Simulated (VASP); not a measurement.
# MgTe5 (P-62m) in VASP: notebook, part 2 of 2

VASP 6.6.1. The steps go on from the part before.

## Step 4: Single point, PBE

This run uses another cell than the first one, of 30.65 Å³/atom, 1.003 times its volume.

File INCAR:

```
SYSTEM = MgTe5
PREC     = Accurate       ! precision mode
ENCUT    = 520            ! plane-wave cutoff, eV
EDIFF    = 1E-7           ! SCF threshold, eV
ISMEAR   = 0              ! smearing method
SIGMA    = 0.1            ! smearing width, eV
LREAL    = .False.        ! projectors in reciprocal space
LASPH    = .True.         ! aspherical terms in the spheres
NELM     = 80             ! most SCF steps
ALGO     = Normal         ! electronic algorithm
ISIF     = 2              ! what is computed and relaxed
LWAVE    = .False.        ! write WAVECAR
LCHARG   = .False.        ! write CHGCAR
GGA      = PE             ! functional
NBANDS   = 25             ! bands
```

File KPOINTS:

```
regular mesh
0
Gamma
  6 6 10
  0 0 0
```

File POSCAR:

```
MgTe5
1.0
    7.1628490882      0.0000000000      0.0000000000
   -3.5814245441      6.2032092738      0.0000000000
    0.0000000000      0.0000000000      4.1393377177
Mg Te
1 5
Direct
    0.0000000000      0.0000000000      0.0000000000
    0.3138477907      0.0000000000      0.5000000000
    0.6861522093      0.6861522093      0.5000000000
    0.0000000000      0.3138477907      0.5000000000
    0.3333333333      0.6666666667      0.0000000000
    0.6666666667      0.3333333333      0.0000000000
```

Potentials or basis: VASP PAW PBE potentials, release 64 (Mg, Te).

On the command line:

```sh
cat potpaw_PBE.64/Mg/POTCAR potpaw_PBE.64/Te/POTCAR > POTCAR
mpirun -np 1 vasp_std > vasp.out
```

OUTCAR:

```text
SYSTEM = MgTe5
   PREC = Accurate
   ENCUT = 520
   EDIFF = 1E-7
   ISMEAR = 0
   LREAL = .False.
   LASPH = .True.
   NELM = 80
   ISIF = 2
   GGA = PE

 ion  position               nearest neighbor table
   1  0.000  0.000  0.000-   3 3.06   4 3.06   3 3.06   4 3.06   2 3.06   2 3.06
   2  0.314  0.000  0.500-   1 3.06   1 3.06   5 3.22   5 3.22   6 3.22   6 3.22
   3  0.686  0.686  0.500-   1 3.06   1 3.06   6 3.22   6 3.22   5 3.22   5 3.22
   4  0.000  0.314  0.500-   1 3.06   1 3.06   6 3.22   6 3.22   5 3.22   5 3.22
   5  0.333  0.667  0.000-   2 3.22   2 3.22   4 3.22   4 3.22   3 3.22   3 3.22
   6  0.667  0.333  0.000-   4 3.22   4 3.22   2 3.22   2 3.22   3 3.22   3 3.22

  LATTYP: Found a hexagonal cell.
 ALAT       =     7.1628490882
 C/A-ratio  =     0.5778898406

  Lattice vectors:

 A1 = (   7.1628490882,   0.0000000000,   0.0000000000)
 A2 = (  -3.5814245441,   6.2032092738,   0.0000000000)
 A3 = (   0.0000000000,   0.0000000000,   4.1393377177)

Analysis of symmetry for initial positions (statically):
=====================================================================
 Subroutine PRICEL returns:
 Original cell was already a primitive cell.

 Routine SETGRP: Setting up the symmetry group for a
 hexagonal supercell.

 Subroutine GETGRP returns: Found 12 space group operations
 (whereof 12 operations were pure point group operations)
 out of a pool of 24 trial point group operations.

The static configuration has the point symmetry D_3h.

Analysis of symmetry for dynamics (positions and initial velocities):
=====================================================================
 Subroutine PRICEL returns:
 Original cell was already a primitive cell.

 Routine SETGRP: Setting up the symmetry group for a
 hexagonal supercell.

 Subroutine GETGRP returns: Found 12 space group operations
 (whereof 12 operations were pure point group operations)
 out of a pool of 24 trial point group operations.

The dynamic configuration has the point symmetry D_3h.

 Subroutine INISYM returns: Found 12 space group operations
 (whereof 12 operations are pure point group operations),
 and found     1 'primitive' translations

----------------------------------------------------------------------------------------

                                     Primitive cell

  volume of cell :     183.9218

  direct lattice vectors                    reciprocal lattice vectors
     7.162849088  0.000000000  0.000000000     0.139609252  0.080603439  0.000000000
    -3.581424544  6.203209274  0.000000000     0.000000000  0.161206878  0.000000000
     0.000000000  0.000000000  4.139337718     0.000000000  0.000000000  0.241584540

  length of vectors
     7.162849088  7.162849088  4.139337718     0.161206878  0.161206878  0.241584540

  position of ions in fractional coordinates (direct lattice)
     0.000000000  0.000000000  0.000000000
     0.313847791  0.000000000  0.500000000
     0.686152209  0.686152209  0.500000000
     0.000000000  0.313847791  0.500000000
     0.333333333  0.666666667  0.000000000
     0.666666667  0.333333333  0.000000000

  ion indices of the primitive-cell ions
   primitive index   ion index
                 1           1
                 2           2
                 3           3
                 4           4
                 5           5
[... 33 lines left out ...]
  0.500000  0.000000  0.000000      3.000000
  0.166667  0.166667  0.000000      6.000000
  0.333333  0.166667  0.000000     12.000000
[... 16 lines left out ...]
  0.166667  0.000000  0.300000     12.000000
  0.333333  0.000000  0.300000     12.000000
 [... further k-points ...]
   k-points           NKPTS =     42   k-points in BZ     NKDIM =     42   number of bands    NBANDS=     25
   number of dos      NEDOS =    301   number of ions     NIONS =      6
   total plane-waves  NPLWV =  93312
   dimension x,y,z NGX =    54 NGY =   54 NGZ =   32
   dimension x,y,z NGXF=   108 NGYF=  108 NGZF=   64
   ions per type =               1   5
   NGX,Y,Z   is equivalent  to a cutoff of  12.53, 12.53, 12.85 a.u.
   NGXF,Y,Z  is equivalent  to a cutoff of  25.07, 25.07, 25.70 a.u.
 SYSTEM =  MgTe5
   PREC   = accura    normal or accurate (medium, high low for compatibility)
   ISTART =      0    job   : 0-new  1-cont  2-samecut
   ICHARG =      2    charge: 1-file 2-atom 10-const
   ISPIN  =      1    spin polarized calculation?
   LNONCOLLINEAR =      F non collinear calculations
   LSORBIT =      F    spin-orbit coupling
   LASPH  =      T    aspherical Exc in radial PAW
   ENCUT  =  520.0 eV  38.22 Ry    6.18 a.u.  13.32 13.32  7.70*2*pi/ulx,y,z
   NELM   =     80;   NELMIN=  2; NELMDL= -5     # of ELM steps
   EDIFF  = 0.1E-06   stopping-criterion for ELM
   LREAL  =      F    real-space projection
   EDIFFG = 0.1E-05   stopping-criterion for IOM
   NSW    =      0    number of steps for IOM
   IBRION =     -1    ionic relax: 0-MD 1-quasi-New 2-CG
   NFREE  =      0    steps in history (QN), initial steepest desc. (CG)
   ISIF   =      2    stress and relaxation
   ISYM   =      2    0-nonsym 1-usesym 2-fastsym
   POTIM  = 0.5000    time-step for ionic-motion
   TEBEG  =    0.0;   TEEND  =   0.0 temperature during run
   PSTRESS=    0.0 pullay stress
   NELECT =      32.0000    total number of electrons
   NUPDOWN=      -1.0000    fix difference up-down
   EMIN   =  10.00;   EMAX   =-10.00  energy-range for DOS
   EFERMI =   0.00;   METHOD = LEGACY
   ISMEAR =     0;   SIGMA  =   0.10  broadening in eV -4-tet -1-fermi 0-gaus
   EFERMI_NEDOS =   21; number of points for ismear=-14 and -15
   IALGO  =     38    algorithm
   IMIX   =      4    mixing-type and parameters
     AMIX     =   0.40;   BMIX     =  1.00
     AMIX_MAG =   1.60;   BMIX_MAG =  1.00
  volume/ion in A,a.u.               =      30.65       206.86
  Fermi-wavevector in a.u.,A,eV,Ry     =   0.913932  1.727081 11.364557  0.835271
  Thomas-Fermi vector in A             =   2.038500
   LORBIT       =      0    0 simple, 1 ext, 2 COOP (PROOUT), +10 PAW based schemes
   GGA     = PE    functional components
   LHFCALC =     F    Hartree Fock is set to
   AEXX    =    0.0000 exact exchange contribution
   IVDW    =     0    specifies the selected vdW correction
   LEPSILON=     F    determine dielectric tensor
   LRPA    =     F    only Hartree local field effects (RPA)
 non-spin polarized calculation
 Gauss-broadening in eV      SIGMA  =   0.10
  energy-cutoff  :      520.00
  volume of cell :      183.92
 maximum number of plane-waves:      5049
 NGX is ok and might be reduce to    54
   NGX = 27   NGY = 27   NGZ = 15

 number of electron      32.0000003 magnetization

 Free energy of the ion-electron system (eV)
  ---------------------------------------------------
  ext. energy  EPLUGINS =         0.00000000
  ---------------------------------------------------
  free energy    TOTEN  =       -17.10260798 eV

  energy without entropy =      -17.08452744  energy(sigma->0) =      -17.09356771

 E-fermi :   5.9725     XC(G=0):  -9.2547

 val. band max:        5.9540731483   @ k =   0.5000   0.0000   0.2000
 cond. band min:       5.9754262615   @ k =   0.3333   0.0000   0.1000
 fundamental gap:      0.0213531132
 Fermi energy:         5.9725485889

 k-point     1 :       0.0000    0.0000    0.0000
  band No.  band energies     occupation
      1      -7.3044      2.00000
      2      -5.3603      2.00000
      3      -5.1342      2.00000
      4      -5.1342      2.00000
      5      -3.5041      2.00000
      6       1.0967      2.00000
[... 661 lines left out ...]
     24      10.9872      0.00000
     25      12.0886      0.00000

 [... further k-points ...]

------------------------ aborting loop because EDIFF is reached ----------------------------------------

  FORCE on cell =-STRESS in cart. coord.  units (eV):
  Direction    XX          YY          ZZ          XY          YZ          ZX
  --------------------------------------------------------------------------------------
  -------------------------------------------------------------------------------------
  Total       -0.0620707     -0.0620707     -0.0750355      0.0000000      0.0000000      0.0000000
  in kB       -0.5407100     -0.5407100     -0.6536484      0.0000000      0.0000000      0.0000000
  external PRESSURE =      -0.5783562 kB  Pullay stress =       0.0000000 kB

 VOLUME and BASIS-vectors are now :
 -----------------------------------------------------------------------------
  energy-cutoff  :      520.00
  volume of cell :      183.92
      direct lattice vectors                 reciprocal lattice vectors
     7.162849088  0.000000000  0.000000000     0.139609252  0.080603439  0.000000000
    -3.581424544  6.203209274  0.000000000     0.000000000  0.161206878  0.000000000
     0.000000000  0.000000000  4.139337718     0.000000000  0.000000000  0.241584540

 POSITION                                       TOTAL-FORCE (eV/Angst)
 -----------------------------------------------------------------------------------
      0.00000      0.00000      0.00000         0.000000     -0.000000      0.000000
      2.24804      0.00000      2.06967        -0.001169     -0.000000      0.000000
      2.45740      4.25635      2.06967         0.000585      0.001013      0.000000
     -1.12402      1.94686      2.06967         0.000585     -0.001013      0.000000
     -0.00000      4.13547      0.00000         0.000000      0.000000      0.000000
      3.58142      2.06774      0.00000         0.000000      0.000000      0.000000
 -----------------------------------------------------------------------------------
    total drift:                                0.000000      0.000001     -0.000000

  FREE ENERGIE OF THE ION-ELECTRON SYSTEM (eV)
  ---------------------------------------------------
  free  energy   TOTEN  =       -17.1026079828 eV

  energy  without entropy=      -17.0845274368  energy(sigma->0) =      -17.09356771
```

Wall time 2.8 min (1 thread of AMD EPYC 9R45 (Zen 5), shared host); peak memory 0.35 GiB.

What came out:

```yaml
Free_energy: -17.1026 eV
Pressure: -0.1 GPa
Band_gap_on_the_k_mesh: zero (band 16 reaches 6.63 eV, above the bottom of band 17 at 5.44 eV)
```

Levels at points of the mesh, in eV from the Fermi level:
| k point | band 12 | band 13 | band 14 | band 15 | band 16 | band 17 | band 18 | band 19 | band 20 | band 21 |
| --- | --- | --- | --- | --- | --- | --- | --- | --- | --- | --- |
| (0.00, 0.00, 0.00) | -1.16 | -1.04 | -1.04 | -0.77 | 0.10 | 0.10 | 0.95 | 0.95 | 1.14 | 2.60 |
| (0.50, 0.00, 0.00) | -2.37 | -1.39 | -1.29 | -1.13 | 0.17 | 0.74 | 0.78 | 1.21 | 1.76 | 3.05 |
| (0.00, 0.00, 0.50) | -2.95 | -2.43 | -2.43 | -0.39 | -0.39 | 0.21 | 0.95 | 0.95 | 2.68 | 2.98 |
| (0.50, 0.00, 0.50) | -1.75 | -1.62 | -1.27 | -1.21 | -1.00 | -0.16 | -0.14 | 0.94 | 1.88 | 2.80 |

Caveat: spin-orbit coupling is left out, which moves the levels of the heavy elements.

## Step 5: Summary

| cell | k mesh | gap on the mesh (eV) | pressure (GPa) | largest force (eV/Å) |
| --- | --- | --- | --- | --- |
| a = 7.147, b = 7.147, c = 4.145 Å, angles 90.0, 90.0, 120.0°, 6 atoms | 3 × 3 × 4 | none | -0.1 | 0.04 |
| a = 6.515, b = 6.515, c = 5.974 Å, angles 90.0, 90.0, 120.0°, 6 atoms | 3 × 3 × 4 | none | -7.0 | 0.44 |
| a = 7.163, b = 7.163, c = 4.139 Å, angles 90.0, 90.0, 120.0°, 6 atoms | 6 × 6 × 10 | none | -0.1 | - |

Alike in all rows: task single point; level PBE; potentials or basis VASP PAW PBE potentials, release 64 (Mg, Te); no spin polarisation; cutoff (eV) 520; smearing gaussian 0.1 eV.

Caveats: some runs use coarse meshes; spin-orbit coupling is left out, which moves the levels of the heavy elements.

Total energies depend on the potentials used, so only differences within one code and one set of settings carry meaning.
